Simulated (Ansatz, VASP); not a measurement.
**RbBr: VASP beside Ansatz**

Contents of INCAR:

```
PREC = Accurate ; ENCUT = 520
EDIFF = 1E-6 ; ISMEAR = -1
SIGMA = 0.03 ; LREAL = F
LASPH = T ; NELM = 100
ALGO = Normal ; ISIF = 2
LWAVE = F ; LCHARG = T
GGA = PS ; LELF = T
LVHAR = T ; NBANDS = 15
```

File KPOINTS:

```
regular mesh
0
Gamma
  7 7 7
```

Contents of POSCAR:

```
RbBr
1.0
   -0.0342750000      3.4103625000      3.4103625000
    3.4103625000     -0.0342750000      3.4103625000
    3.4103625000      3.4103625000     -0.0342750000
Rb Br
1 1
Direct
    0.0000000000      0.0000000000      0.0000000000
    0.5000000000      0.5000000000      0.5000000000
```

Input for Ansatz:

```yaml
crystal:
  lattice:
    - [-0.034275, 3.4103625, 3.4103625]
    - [3.4103625, -0.034275, 3.4103625]
    - [3.4103625, 3.4103625, -0.034275]
  atoms:
    - { symbol: Rb, position: [0.0, 0.0, 0.0] }
    - { symbol: Br, position: [0.5, 0.5, 0.5] }
kpoints:
  mp_grid: { grid: [7, 7, 7] }
  band_path:
    path:
      - [0.0, 0.0, 0.0]
      - [0.5, 0.5, 0.5]
      - [0.2525443832, 0.5, 0.7474556168]
      - [-0.2525443832, 0.2525443832, 0.5]
      - [0.0, 0.0, 0.5]
      - [0.0, 0.0, 0.0]
      - [-0.3762721916, 0.0, 0.3762721916]
      - [0.0, 0.3762721916, 0.6237278084]
      - [0.0, 0.5, 0.5]
    npoints: 5
scf:
  occupations: { method: fermi_dirac, width: 0.03 }
hamiltonian:
  xc: pbesol
  pseudopotentials: { kind: all_electron, lapw: { basis_error: 0.001 } }
output:
  forces: true
  stress: true
  eigenvalues: true
```

Change from the starting cell: equal xy, yz and zx shear strains of -1 %.

Alike in both runs: task single point; functional PBEsol; k mesh 7 × 7 × 7; occupations fermi-dirac, width 0.03 eV; no spin polarisation.

```csv
,VASP,Ansatz
version,VASP 6.6.1,Ansatz 0.2.0
potentials or method,"VASP PAW PBE potentials, release 64 (Rb_sv, Br), cutoff 520 eV","all-electron LAPW, scalar-relativistic"
```

|  | VASP | Ansatz | Ansatz less VASP |
| --- | --- | --- | --- |
| gap on the k mesh at the Fermi level (eV) | 4.19 | 4.20 | +0.003 |
| pressure (GPa) | 0.0 | -0.1 | -0.03 |

VASP's potentials were made for PBE, not for PBEsol. Ansatz ran all-electron here, and VASP with PAW potentials.
